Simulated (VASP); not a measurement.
# BaTe (P-6m2) in VASP: notebook

The runs below take BaTe through single point, relaxation of shape and atoms at fixed volume, with PBE.

Program: VASP 6.6.1. These are calculated values, not measurements. Logs are shortened: lines on timing, memory, paths and dates and some standing lists are left out, and cuts for length are marked.

### Step 1. The cell of the first run

The structure is hexagonal, space group P-6m2 (No. 187). Conventional cell: a = 4.983 Å, b = 4.983 Å, c = 4.513 Å, α = 90.00°, β = 90.00°, γ = 120.00°. Ba (site symmetry -6m2) has 6 Te at 3.66 Å and 2 Ba at 4.51 Å within 4.8 Å. Te (site symmetry -6m2) has 6 Ba at 3.66 Å and 2 Te at 4.51 Å within 4.8 Å.

### Step 2. Single point, PBE (volume scaled by 1.10, then relaxed in part)

INCAR

```
ALGO = Normal
EDIFF = 1E-6
ENCUT = 520
GGA = PE
ISIF = 2
ISMEAR = 0
LASPH = T
LCHARG = F
LREAL = F
LWAVE = F
NBANDS = 15
NELM = 80
PREC = Accurate
SIGMA = 0.02
```

KPOINTS

```
k-points
0
Gamma
  9 9 6
```

POSCAR

```
BaTe
1.0
    4.9831121049      0.0000000000      0.0000000000
   -2.4915560524      4.3155016728      0.0000000000
    0.0000000000      0.0000000000      4.5128472225
Ba Te
1 1
Direct
    0.3333333333      0.6666666667      0.5000000000
    0.0000000000      0.0000000000      0.0000000000
```

Potentials or basis: VASP PAW PBE potentials, release 64 (Ba_sv, Te).

Run with:

```bash
$ cat potpaw_PBE.64/Ba_sv/POTCAR potpaw_PBE.64/Te/POTCAR > POTCAR
$ mpirun -np 1 vasp_std > vasp.out
```

OUTCAR:

```text
EDIFF = 1E-6
   ENCUT = 520
   GGA = PE
   ISIF = 2
   ISMEAR = 0
   LASPH = T
   LREAL = F
   NELM = 80
   PREC = Accurate

 ion  position               nearest neighbor table
   1  0.333  0.667  0.500-   2 3.66   2 3.66   2 3.66   2 3.66   2 3.66   2 3.66
   2  0.000  0.000  0.000-   1 3.66   1 3.66   1 3.66   1 3.66   1 3.66   1 3.66

  LATTYP: Found a hexagonal cell.
 ALAT       =     4.9831121049
 C/A-ratio  =     0.9056282756

  Lattice vectors:

 A1 = (   4.9831121049,   0.0000000000,   0.0000000000)
 A2 = (  -2.4915560524,   4.3155016728,   0.0000000000)
 A3 = (   0.0000000000,   0.0000000000,   4.5128472225)

Analysis of symmetry for initial positions (statically):
=====================================================================
 Subroutine PRICEL returns:
 Original cell was already a primitive cell.

 Routine SETGRP: Setting up the symmetry group for a
 hexagonal supercell.

 Subroutine GETGRP returns: Found 12 space group operations
 (whereof 12 operations were pure point group operations)
 out of a pool of 24 trial point group operations.

The static configuration has the point symmetry D_3h.

Analysis of symmetry for dynamics (positions and initial velocities):
=====================================================================
 Subroutine PRICEL returns:
 Original cell was already a primitive cell.

 Routine SETGRP: Setting up the symmetry group for a
 hexagonal supercell.

 Subroutine GETGRP returns: Found 12 space group operations
 (whereof 12 operations were pure point group operations)
 out of a pool of 24 trial point group operations.

The dynamic configuration has the point symmetry D_3h.

 Subroutine INISYM returns: Found 12 space group operations
 (whereof 12 operations are pure point group operations),
 and found     1 'primitive' translations

----------------------------------------------------------------------------------------

                                     Primitive cell

  volume of cell :      97.0471

  direct lattice vectors                    reciprocal lattice vectors
     4.983112105  0.000000000  0.000000000     0.200677805  0.115861385  0.000000000
    -2.491556052  4.315501673  0.000000000     0.000000000  0.231722770  0.000000000
     0.000000000  0.000000000  4.512847222     0.000000000  0.000000000  0.221589598

  length of vectors
     4.983112105  4.983112105  4.512847222     0.231722770  0.231722770  0.221589598

  position of ions in fractional coordinates (direct lattice)
     0.333333333  0.666666667  0.500000000
     0.000000000  0.000000000  0.000000000

  ion indices of the primitive-cell ions
   primitive index   ion index
                 1           1
                 2           2

----------------------------------------------------------------------------------------

 KPOINTS: k-points

Automatic generation of k-mesh.
 Grid dimensions read from file:
 generate k-points for:    9    9    6

 Generating k-lattice:

  Cartesian coordinates                     Fractional coordinates (reciprocal lattice)
     0.022297534  0.012873487  0.000000000     0.111111111  0.000000000  0.000000000
     0.000000000  0.025746974  0.000000000     0.000000000  0.111111111  0.000000000
     0.000000000  0.000000000  0.036931600     0.000000000  0.000000000  0.166666667

  Length of vectors
     0.025746974  0.025746974  0.036931600

  Shift w.r.t. Gamma in fractional coordinates (k-lattice)
     0.000000000  0.000000000  0.000000000

 Subroutine IBZKPT returns following result:
 ===========================================

 Found     48 irreducible k-points:

 Following reciprocal coordinates:
            Coordinates               Weight
  0.000000  0.000000  0.000000      1.000000
  0.111111  0.000000  0.000000      6.000000
  0.222222  0.000000  0.000000      6.000000
  0.333333 -0.000000  0.000000      6.000000
  0.444444  0.000000  0.000000      6.000000
  0.111111  0.111111  0.000000      6.000000
[... 16 lines left out ...]
  0.333333  0.222222  0.166667     24.000000
  0.333333  0.333333  0.166667      4.000000
 [... further k-points ...]
   k-points           NKPTS =     48   k-points in BZ     NKDIM =     48   number of bands    NBANDS=     15
   number of dos      NEDOS =    301   number of ions     NIONS =      2
   total plane-waves  NPLWV =  57600
   dimension x,y,z NGX =    40 NGY =   40 NGZ =   36
   dimension x,y,z NGXF=    80 NGYF=   80 NGZF=   72
   ions per type =               1   1
   NGX,Y,Z   is equivalent  to a cutoff of  13.34, 13.34, 13.26 a.u.
   NGXF,Y,Z  is equivalent  to a cutoff of  26.69, 26.69, 26.52 a.u.
 SYSTEM =  unknown system
   PREC   = accura    normal or accurate (medium, high low for compatibility)
   ISTART =      0    job   : 0-new  1-cont  2-samecut
   ICHARG =      2    charge: 1-file 2-atom 10-const
   ISPIN  =      1    spin polarized calculation?
   LNONCOLLINEAR =      F non collinear calculations
   LSORBIT =      F    spin-orbit coupling
   LASPH  =      T    aspherical Exc in radial PAW
   ENCUT  =  520.0 eV  38.22 Ry    6.18 a.u.   9.27  9.27  8.39*2*pi/ulx,y,z
   NELM   =     80;   NELMIN=  2; NELMDL= -5     # of ELM steps
   EDIFF  = 0.1E-05   stopping-criterion for ELM
   LREAL  =      F    real-space projection
   EDIFFG = 0.1E-04   stopping-criterion for IOM
   NSW    =      0    number of steps for IOM
   IBRION =     -1    ionic relax: 0-MD 1-quasi-New 2-CG
   NFREE  =      0    steps in history (QN), initial steepest desc. (CG)
   ISIF   =      2    stress and relaxation
   ISYM   =      2    0-nonsym 1-usesym 2-fastsym
   POTIM  = 0.5000    time-step for ionic-motion
   TEBEG  =    0.0;   TEEND  =   0.0 temperature during run
   PSTRESS=    0.0 pullay stress
   NELECT =      16.0000    total number of electrons
   NUPDOWN=      -1.0000    fix difference up-down
   EMIN   =  10.00;   EMAX   =-10.00  energy-range for DOS
   EFERMI =   0.00;   METHOD = LEGACY
   ISMEAR =     0;   SIGMA  =   0.02  broadening in eV -4-tet -1-fermi 0-gaus
   EFERMI_NEDOS =   21; number of points for ismear=-14 and -15
   IALGO  =     38    algorithm
   IMIX   =      4    mixing-type and parameters
     AMIX     =   0.40;   BMIX     =  1.00
     AMIX_MAG =   1.60;   BMIX_MAG =  1.00
  volume/ion in A,a.u.               =      48.52       327.45
  Fermi-wavevector in a.u.,A,eV,Ry     =   0.897678  1.696366 10.963928  0.805826
  Thomas-Fermi vector in A             =   2.020292
   LORBIT       =      0    0 simple, 1 ext, 2 COOP (PROOUT), +10 PAW based schemes
   GGA     = PE    functional components
   LHFCALC =     F    Hartree Fock is set to
   AEXX    =    0.0000 exact exchange contribution
   IVDW    =     0    specifies the selected vdW correction
   LEPSILON=     F    determine dielectric tensor
   LRPA    =     F    only Hartree local field effects (RPA)
 non-spin polarized calculation
 Gauss-broadening in eV      SIGMA  =   0.02
  energy-cutoff  :      520.00
  volume of cell :       97.05
 maximum number of plane-waves:      2645
 NGX is ok and might be reduce to    40
   NGX = 19   NGY = 19   NGZ = 17

 number of electron      15.9999999 magnetization

 Free energy of the ion-electron system (eV)
  ---------------------------------------------------
  ext. energy  EPLUGINS =         0.00000000
  ---------------------------------------------------
  free energy    TOTEN  =        -8.34442062 eV

  energy without entropy =       -8.34442062  energy(sigma->0) =       -8.34442062

 E-fermi :   2.0462     XC(G=0):  -7.7209

 val. band max:        1.8812710277   @ k =   0.0000   0.0000   0.0000
 cond. band min:       3.4735699415   @ k =   0.0000   0.0000   0.0000
 fundamental gap:      1.5922989138
 Fermi energy:         2.0462097346

 k-point     1 :       0.0000    0.0000    0.0000
  band No.  band energies     occupation
      1     -25.8661      2.00000
      2     -11.0043      2.00000
      3     -11.0043      2.00000
      4     -10.9083      2.00000
      5      -7.6729      2.00000
      6       1.2110      2.00000
      7       1.2110      2.00000
      8       1.8813      2.00000
      9       3.4736      0.00000
     10       3.9758      0.00000
     11       6.1796      0.00000
     12       6.1796      0.00000
     13       6.3794      0.00000
     14       6.3794      0.00000
     15       8.5807      0.00000

 k-point     2 :       0.1111    0.0000    0.0000
  band No.  band energies     occupation
      1     -25.8653      2.00000
      2     -11.0308      2.00000
      3     -11.0085      2.00000
      4     -10.9056      2.00000
      5      -7.6289      2.00000
      6       0.9556      2.00000
      7       1.2300      2.00000
      8       1.8240      2.00000
      9       3.5636      0.00000
     10       4.3647      0.00000
     11       5.8854      0.00000
     12       6.1875      0.00000
     13       6.3302      0.00000
     14       6.4756      0.00000
     15       8.6676      0.00000

 k-point     3 :       0.2222    0.0000    0.0000
  band No.  band energies     occupation
      1     -25.8633      2.00000
      2     -11.0954      2.00000
      3     -11.0191      2.00000
      4     -10.8988      2.00000
      5      -7.5190      2.00000
      6       0.4818      2.00000
      7       1.2752      2.00000
      8       1.6891      2.00000
      9       3.7421      0.00000
     10       5.0729      0.00000
     11       5.5972      0.00000
     12       6.2136      0.00000
     13       6.2548      0.00000
     14       6.6742      0.00000
     15       8.7581      0.00000

 k-point     4 :       0.3333   -0.0000    0.0000
  band No.  band energies     occupation
      1     -25.8609      2.00000
      2     -11.1652      2.00000
      3     -11.0310      2.00000
      4     -10.8910      2.00000
      5      -7.3962      2.00000
      6       0.0855      2.00000
      7       1.3212      2.00000
      8       1.5503      2.00000
      9       3.7472      0.00000
     10       5.4047      0.00000
     11       6.0828      0.00000
     12       6.0928      0.00000
     13       6.4208      0.00000
     14       6.8080      0.00000
     15       8.9696      0.00000
[... 307 lines left out ...]
 k-point    22 :       0.2222    0.2222    0.1667
  band No.  band energies     occupation
      1     -25.8569      2.00000
      2     -11.1522      2.00000
      3     -11.0493      2.00000
      4     -10.9520      2.00000
      5      -7.3302      2.00000
      6       0.2453      2.00000
      7       0.8613      2.00000
      8       1.1721      2.00000
      9       4.3121      0.00000
     10       5.2388      0.00000
     11       6.0104      0.00000
     12       6.0945      0.00000
     13       7.0265      0.00000
     14       7.7480      0.00000
     15       8.4555      0.00000

 k-point    23 :       0.3333    0.2222    0.1667
  band No.  band energies     occupation
      1     -25.8558      2.00000
      2     -11.1689      2.00000
      3     -11.0684      2.00000
      4     -10.9450      2.00000
      5      -7.2915      2.00000
      6       0.2010      2.00000
      7       0.7741      2.00000
      8       1.0809      2.00000
      9       4.4122      0.00000
     10       5.4318      0.00000
     11       5.9341      0.00000
     12       6.2088      0.00000
     13       6.9439      0.00000
     14       8.1290      0.00000
     15       8.7179      0.00000

 k-point    24 :       0.3333    0.3333    0.1667
  band No.  band energies     occupation
      1     -25.8554      2.00000
      2     -11.1632      2.00000
      3     -11.0868      2.00000
      4     -10.9425      2.00000
      5      -7.2778      2.00000
      6       0.3659      2.00000
      7       0.5327      2.00000
      8       1.0487      2.00000
      9       4.6149      0.00000
     10       5.3722      0.00000
     11       5.9056      0.00000
     12       6.0469      0.00000
     13       7.2147      0.00000
     14       8.0249      0.00000
     15       9.4603      0.00000

 [... further k-points ...]
[... 5 lines left out ...]
  --------------------------------------------------------------------------------------
  -------------------------------------------------------------------------------------
  Total       -1.1258958     -1.1258958     -1.1084021     -0.0000000      0.0000000      0.0000000
  in kB      -18.5877240    -18.5877240    -18.2989148     -0.0000000      0.0000000      0.0000000
  external PRESSURE =     -18.4914543 kB  Pullay stress =       0.0000000 kB

 VOLUME and BASIS-vectors are now :
 -----------------------------------------------------------------------------
  energy-cutoff  :      520.00
  volume of cell :       97.05
      direct lattice vectors                 reciprocal lattice vectors
     4.983112105  0.000000000  0.000000000     0.200677805  0.115861385  0.000000000
    -2.491556052  4.315501673  0.000000000     0.000000000  0.231722770  0.000000000
     0.000000000  0.000000000  4.512847222     0.000000000  0.000000000  0.221589598

 POSITION                                       TOTAL-FORCE (eV/Angst)
 -----------------------------------------------------------------------------------
     -0.00000      2.87700      2.25642        -0.000000     -0.000000      0.000000
      0.00000      0.00000      0.00000         0.000000      0.000000      0.000000
 -----------------------------------------------------------------------------------
    total drift:                                0.000000     -0.000000     -0.000000

  FREE ENERGIE OF THE ION-ELECTRON SYSTEM (eV)
  ---------------------------------------------------
  free  energy   TOTEN  =        -8.3444206237 eV

  energy  without entropy=       -8.3444206237  energy(sigma->0) =       -8.34442062
```

Run time: 48 s. Hardware: 1 thread of Intel Xeon Platinum 8488C (Sapphire Rapids), shared host; peak memory 0.27 GiB.

Results:

| Property | Result |
| --- | --- |
| Free energy | -8.3444 eV |
| Pressure | -1.8 GPa |
| Band gap on the k mesh | 1.59 eV, direct |

Levels at points of the mesh, in eV from the valence-band top:
```csv
k point,band 5,band 6,band 7,band 8,band 9,band 10,band 11,band 12
"(0.00, 0.00, 0.00)",-9.55,-0.67,-0.67,0.00,1.59,2.09,4.30,4.30
"(0.00, 0.00, 0.50)",-9.04,-2.38,-0.46,-0.46,2.91,2.91,3.65,3.65
```

Caveat: the cell differs from its parent crystal (volume scaled by 1.10, then relaxed in part); spin-orbit coupling is left out, which moves the levels of the heavy elements. A k mesh can miss the band edges.

### Step 3. Relaxation of shape and atoms at fixed volume, PBE (volume scaled by 0.91)

INCAR

```
SYSTEM = BaTe
  PREC = Accurate
  ENCUT = 600
  EDIFF = 1E-6
  ISMEAR = 0
  SIGMA = 0.02
  LREAL = .FALSE.
  LASPH = .TRUE.
  NELM = 100
  ALGO = Normal
  ISIF = 4
  LWAVE = .FALSE.
  LCHARG = .FALSE.
  GGA = PE
  IBRION = 2
  NSW = 50
  EDIFFG = -0.01
```

KPOINTS

```
Automatic mesh
0
G
  9 9 6
  0 0 0
```

POSCAR

```
BaTe
1.0
    4.6415932084      0.0000000000      0.0000000000
   -2.3207966042      4.0197376325      0.0000000000
    0.0000000000      0.0000000000      4.3029520005
Ba Te
1 1
Direct
    0.3333333333      0.6666666667      0.5000000000
    0.0000000000      0.0000000000      0.0000000000
```

Potentials or basis: VASP PAW PBE potentials, release 64 (Ba_sv, Te).

Run with:

```bash
$ cat potpaw_PBE.64/Ba_sv/POTCAR potpaw_PBE.64/Te/POTCAR > POTCAR
$ mpirun -np 1 vasp_std > vasp.out
```

Run time: 76 s. Hardware: 1 thread of Intel Xeon Platinum 8488C (Sapphire Rapids), shared host; peak memory 0.27 GiB.

It converged, with:

| Quantity | Value |
| --- | --- |
| Free energy | -8.3008 eV |
| Energy gained by relaxing | 0.3 meV/atom |
| Ionic steps | 3 |
| Pressure after relaxing | 3.5 GPa |
| Band gap on the k mesh | 1.30 eV, direct |

The path:
```tsv
step	energy change (eV)	largest force (eV/Å)	pressure (GPa)	volume (Å³)
1	0.0000	0.0000	3.61	80.28
2	-0.0006	0.0000	3.57	80.28
3	-0.0006	0.0000	3.54	80.28
```

Final structure:
```
Ba Te
1.0
     4.62847    0.00000    0.00000
    -2.31423    4.00837    0.00000
     0.00000    0.00000    4.32739
Ba Te
1 1
Direct
  0.33333 0.66667 0.50000
  0.00000 0.00000 0.00000
```

Levels at points of the mesh, in eV from the valence-band top:
| k point | band 6 | band 7 | band 8 | band 9 | band 10 | band 11 |
| --- | --- | --- | --- | --- | --- | --- |
| (0.00, 0.00, 0.00) | -0.74 | -0.74 | 0.00 | 1.30 | 2.75 | 4.75 |
| (0.00, 0.00, 0.50) | -2.86 | -0.51 | -0.51 | 2.95 | 2.95 | 3.93 |

Caveat: the cell differs from its parent crystal (volume scaled by 0.91); spin-orbit coupling is left out, which moves the levels of the heavy elements.

### Step 4. Relaxation of shape and atoms at fixed volume, PBE (volume scaled by 0.94)

INCAR

```
ALGO = Normal
EDIFF = 1E-6
EDIFFG = -0.01
ENCUT = 600
GGA = PE
IBRION = 2
ISIF = 4
ISMEAR = 0
LASPH = True
LCHARG = False
LREAL = False
LWAVE = False
NELM = 100
NSW = 50
PREC = Accurate
SIGMA = 0.02
```

KPOINTS

```
k-points
0
Gamma
  9 9 6
```

POSCAR

```
BaTe
1.0
    4.7009068246      0.0000000000      0.0000000000
   -2.3504534123      4.0711047310      0.0000000000
    0.0000000000      0.0000000000      4.3333506026
Ba Te
1 1
Direct
    0.3333333333      0.6666666667      0.5000000000
    0.0000000000      0.0000000000      0.0000000000
```

Run with:

```bash
$ cat potpaw_PBE.64/Ba_sv/POTCAR potpaw_PBE.64/Te/POTCAR > POTCAR
$ mpirun -np 1 vasp_std > vasp.out
```

Wall time 68 s (1 thread of Intel Xeon Platinum 8488C (Sapphire Rapids), shared host); peak memory 0.27 GiB.

The run converged. Its results:

```yaml
Free_energy: -8.3490 eV
Energy_gained_by_relaxing: 0.3 meV/atom
Ionic_steps: 3
Pressure_after_relaxing: 2.3 GPa
Band_gap_on_the_k_mesh: 1.36 eV, direct
```

The path:
```tsv
step	energy change (eV)	largest force (eV/Å)	pressure (GPa)	volume (Å³)
1	0.0000	0.0000	2.36	82.93
2	-0.0005	0.0000	2.32	82.93
3	-0.0005	0.0000	2.31	82.93
```

Final structure:
```yaml
crystal:
  lattice:
    - [4.68901, 0.00000, 0.00000]
    - [-2.34451, 4.06080, 0.00000]
    - [0.00000, 0.00000, 4.35536]
  atoms:
    - { symbol: Ba, position: [0.33333, 0.66667, 0.50000] }
    - { symbol: Te, position: [0.00000, 0.00000, 0.00000] }
```

Levels at points of the mesh, in eV from the valence-band top:
| k point | band 5 | band 6 | band 7 | band 8 | band 9 | band 10 | band 11 | band 12 |
| --- | --- | --- | --- | --- | --- | --- | --- | --- |
| (0.00, 0.00, 0.00) | -9.87 | -0.74 | -0.74 | 0.00 | 1.36 | 2.63 | 4.68 | 4.68 |
| (0.00, 0.00, 0.50) | -8.97 | -2.77 | -0.50 | -0.50 | 2.95 | 2.95 | 3.88 | 3.88 |

Caveat: the cell differs from its parent crystal (volume scaled by 0.94); spin-orbit coupling is left out, which moves the levels of the heavy elements. A k mesh can miss the band edges.

(Part 1 of 2 ends here.)
